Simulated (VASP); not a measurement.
# SnSe (wurtzite type) in VASP: a series of runs, part 2 of 2

VASP 6.6.1. The steps go on from the part before.

## (4) Single point, PBE

This run uses another cell than the first one, of 27.83 Å³/atom, 1.250 times its volume.

Contents of INCAR:

```
SYSTEM = SnSe
ALGO = Normal ; EDIFF = 1E-6
ENCUT = 520 ; GGA = PE
ISIF = 2 ; ISMEAR = -1
LASPH = .True. ; LCHARG = .True.
LELF = .True. ; LREAL = .False.
LVHAR = .True. ; LWAVE = .False.
NBANDS = 28 ; NELM = 60
PREC = Accurate ; SIGMA = 0.08
```

Contents of KPOINTS:

```
k-points
0
Gamma
  9 9 5
  0 0 0
```

Contents of POSCAR:

```
SnSe
1.0
    4.7502645232      0.0000000000      0.0000000000
   -2.3751322616      4.1138497518      0.0000000000
    0.0000000000      0.0000000000      5.6962965050
Sn Se
2 2
Direct
    0.3333333333      0.6666666667     -0.0619191400
    0.6666666667      0.3333333333      0.4380808600
    0.3333333333      0.6666666667      0.4379191400
    0.6666666667      0.3333333333      0.9379191400
```

Potentials or basis: VASP PAW PBE potentials, release 64 (Sn_d, Se).

On the command line:

```
$ cat potpaw_PBE.64/Sn_d/POTCAR potpaw_PBE.64/Se/POTCAR > POTCAR
$ mpirun -np 1 vasp_std > vasp.out
```

OUTCAR:

```text
SYSTEM = SnSe
   EDIFF = 1E-6
   ENCUT = 520
   GGA = PE
   ISIF = 2
   ISMEAR = -1
   LASPH = .True.
   LREAL = .False.
   NELM = 60
   PREC = Accurate

 ion  position               nearest neighbor table
   1  0.333  0.667  0.938-   4 2.74   4 2.74   4 2.74   3 2.85   3 2.85
   2  0.667  0.333  0.438-   3 2.74   3 2.74   3 2.74   4 2.85   4 2.85
   3  0.333  0.667  0.438-   2 2.74   2 2.74   2 2.74   1 2.85   1 2.85
   4  0.667  0.333  0.938-   1 2.74   1 2.74   1 2.74   2 2.85   2 2.85

  LATTYP: Found a hexagonal cell.
 ALAT       =     4.7502645232
 C/A-ratio  =     1.1991535371

  Lattice vectors:

 A1 = (   4.7502645232,   0.0000000000,   0.0000000000)
 A2 = (  -2.3751322616,   4.1138497518,   0.0000000000)
 A3 = (   0.0000000000,   0.0000000000,   5.6962965050)

Analysis of symmetry for initial positions (statically):
=====================================================================
 Subroutine PRICEL returns:
 Original cell was already a primitive cell.

 Routine SETGRP: Setting up the symmetry group for a
 hexagonal supercell.

 Subroutine GETGRP returns: Found 12 space group operations
 (whereof  6 operations were pure point group operations)
 out of a pool of 24 trial point group operations.

The static configuration has the point symmetry C_3v.
[... 163 lines left out ...]
  free energy    TOTEN  =       -15.19651602 eV

  energy without entropy =      -15.19029633  energy(sigma->0) =      -15.19340617

 E-fermi :   6.1759     XC(G=0):  -9.2251

 val. band max:        6.0562042437   @ k =   0.3333   0.3333   0.4000
 cond. band min:       6.3793015546   @ k =   0.1111   0.1111   0.0000
 fundamental gap:      0.3230973109
 Fermi energy:         6.1759474566

 k-point     1 :       0.0000    0.0000    0.0000
  band No.  band energies     occupation
      1     -16.0158      2.00000
      2     -15.9812      2.00000
      3     -15.9812      2.00000
      4     -15.9804      2.00000
      5     -15.9804      2.00000
      6     -15.9560      2.00000
[... 733 lines left out ...]
     27      11.3833      0.00000
     28      12.6966      0.00000

 [... further k-points ...]
[... 5 lines left out ...]
  --------------------------------------------------------------------------------------
  -------------------------------------------------------------------------------------
  Total        8.5163155      8.5163155      8.5698506      0.0000000     -0.0000000      0.0000000
  in kB      122.5754563    122.5754563    123.3459872      0.0000000     -0.0000000      0.0000000
  external PRESSURE =     122.8322999 kB  Pullay stress =       0.0000000 kB

 VOLUME and BASIS-vectors are now :
 -----------------------------------------------------------------------------
  energy-cutoff  :      520.00
  volume of cell :      111.32
      direct lattice vectors                 reciprocal lattice vectors
     4.750264523  0.000000000  0.000000000     0.210514592  0.121540657  0.000000000
    -2.375132262  4.113849752  0.000000000     0.000000000  0.243081313  0.000000000
     0.000000000  0.000000000  5.696296505     0.000000000  0.000000000  0.175552659

 POSITION                                       TOTAL-FORCE (eV/Angst)
 -----------------------------------------------------------------------------------
     -0.00000      2.74257      5.34359         0.000000      0.000000     -0.001860
      2.37513      1.37128      2.49544        -0.000000      0.000000     -0.001860
     -0.00000      2.74257      2.49452         0.000000     -0.000000      0.001860
      2.37513      1.37128      5.34267        -0.000000      0.000000      0.001860
 -----------------------------------------------------------------------------------
    total drift:                               -0.000000      0.000000     -0.000053

  FREE ENERGIE OF THE ION-ELECTRON SYSTEM (eV)
  ---------------------------------------------------
  free  energy   TOTEN  =       -15.1965160156 eV

  energy  without entropy=      -15.1902963302  energy(sigma->0) =      -15.19340617
```

It took 49 s on 1 thread of Intel Xeon 6975P-C (Granite Rapids), shared host; peak memory 0.27 GiB.

Results:

```
Free energy            : -15.1965 eV
Pressure               : 12.3 GPa
Band gap on the k mesh : 0.32 eV, indirect (least direct gap 1.04 eV)
```

Stress tensor (GPa, compression positive):
```
12.26  0.00  0.00
 0.00 12.26  0.00
 0.00  0.00 12.33
```

Levels at points of the mesh, in eV from the valence-band top:
```
           k point  band 16  band 17  band 18  band 19  band 20  band 21  band 22  band 23  band 24  band 25
(0.00, 0.00, 0.00)    -4.80    -4.76    -3.15    -3.15    -3.05     0.56     0.56     2.59     2.59     4.16
```

Caveat: spin-orbit coupling is left out, which moves the levels of the heavy elements.

## (5) Single point, PBE

Contents of INCAR:

```
PREC     = Accurate       # precision mode
ENCUT    = 520            # plane-wave cutoff, eV
EDIFF    = 1E-6           # SCF threshold, eV
ISMEAR   = -1             # smearing method
SIGMA    = 0.08           # smearing width, eV
LREAL    = F              # projectors in reciprocal space
LASPH    = T              # aspherical terms in the spheres
NELM     = 60             # most SCF steps
ALGO     = Normal         # electronic algorithm
ISIF     = 2              # what is computed and relaxed
LWAVE    = F              # write WAVECAR
LCHARG   = F              # write CHGCAR
GGA      = PE             # functional
NBANDS   = 28             # bands
```

Contents of KPOINTS:

```
regular mesh
0
Gamma
  9 9 5
```

POSCAR is that of step 4.

On the command line:

```
$ cat potpaw_PBE.64/Sn_d/POTCAR potpaw_PBE.64/Se/POTCAR > POTCAR
$ mpirun -np 1 vasp_std > vasp.out
```

Wall time 52 s (1 thread of Intel Xeon 6975P-C (Granite Rapids), shared host); peak memory 0.27 GiB.

The run converged. Its results:

| Quantity | Value |
| --- | --- |
| Free energy | -15.1965 eV |
| Pressure | 12.3 GPa |
| Band gap on the k mesh | 0.32 eV, indirect (least direct gap 1.04 eV) |

Stress tensor (GPa, compression positive):
```
12.26  0.00  0.00
 0.00 12.26  0.00
 0.00  0.00 12.33
```

Levels at points of the mesh, in eV from the valence-band top:
| k point | band 16 | band 17 | band 18 | band 19 | band 20 | band 21 | band 22 | band 23 | band 24 | band 25 |
| --- | --- | --- | --- | --- | --- | --- | --- | --- | --- | --- |
| (0.00, 0.00, 0.00) | -4.80 | -4.76 | -3.15 | -3.15 | -3.05 | 0.56 | 0.56 | 2.59 | 2.59 | 4.16 |

Caveat: spin-orbit coupling is left out, which moves the levels of the heavy elements. A k mesh can miss the band edges.

## (6) Single point, PBE

This run uses another cell than the first one, of 30.61 Å³/atom, 1.375 times its volume.

Contents of INCAR:

```
SYSTEM = SnSe
  PREC = Accurate
  ENCUT = 520
  EDIFF = 1E-6
  ISMEAR = -1
  SIGMA = 0.08
  LREAL = .False.
  LASPH = .True.
  NELM = 60
  ALGO = Normal
  ISIF = 2
  LWAVE = .False.
  LCHARG = .False.
  GGA = PE
  NBANDS = 28
```

Contents of KPOINTS:

```
Automatic mesh
0
Gamma
  9 9 5
  0 0 0
```

Contents of POSCAR:

```
SnSe
1.0
    4.9070583797      0.0000000000      0.0000000000
   -2.4535291899      4.2496372147      0.0000000000
    0.0000000000      0.0000000000      5.8718967645
Sn Se
2 2
Direct
    0.3333333333      0.6666666667     -0.0614727793
    0.6666666667      0.3333333333      0.4385272207
    0.3333333333      0.6666666667      0.4374727793
    0.6666666667      0.3333333333      0.9374727793
```

Potentials or basis: VASP PAW PBE potentials, release 64 (Sn_d, Se).

On the command line:

```
$ cat potpaw_PBE.64/Sn_d/POTCAR potpaw_PBE.64/Se/POTCAR > POTCAR
$ mpirun -np 1 vasp_std > vasp.out
```

Wall time 55 s (1 thread of Intel Xeon 6975P-C (Granite Rapids), shared host); peak memory 0.29 GiB.

It converged, with:

- Free energy: -15.8033 eV
- Pressure: 5.6 GPa
- Largest force: 0.005 eV/Å
- Band gap on the k mesh: 0.66 eV, indirect (least direct gap 1.07 eV)

Forces on the atoms (eV/Å):
```
Sn   0.000  0.000 -0.005
Sn   0.000  0.000 -0.005
Se   0.000  0.000  0.005
Se   0.000  0.000  0.005
```

Stress tensor (GPa, compression positive):
```
5.63 0.00 0.00
0.00 5.63 0.00
0.00 0.00 5.55
```

Levels at points of the mesh, in eV from the valence-band top:
```tsv
k point	band 16	band 17	band 18	band 19	band 20	band 21	band 22	band 23	band 24	band 25
(0.00, 0.00, 0.00)	-4.18	-4.18	-2.71	-2.71	-2.62	0.86	0.86	2.66	2.66	4.41
```

Caveat: spin-orbit coupling is left out, which moves the levels of the heavy elements. A k mesh can miss the band edges.

## (7) Summary

```csv
cell,gap on the mesh (eV),pressure (GPa)
"a = 4.411, b = 4.411, c = 5.286 Å, angles 90.0, 90.0, 120.0°, 4 atoms",none,37.5
"a = 4.583, b = 4.583, c = 5.508 Å, angles 90.0, 90.0, 120.0°, 4 atoms",none,22.4
"a = 4.750, b = 4.750, c = 5.696 Å, angles 90.0, 90.0, 120.0°, 4 atoms",0.32,12.3
"a = 4.907, b = 4.907, c = 5.872 Å, angles 90.0, 90.0, 120.0°, 4 atoms",0.66,5.6
```

Alike in all rows: task single point; level PBE; potentials or basis VASP PAW PBE potentials, release 64 (Sn_d, Se); no spin polarisation; k mesh 9 × 9 × 5; cutoff (eV) 520; smearing fermi-dirac 0.08 eV.

Caveats: spin-orbit coupling is left out, which moves the levels of the heavy elements.

Absolute energies hang on the potentials; compare differences alone.
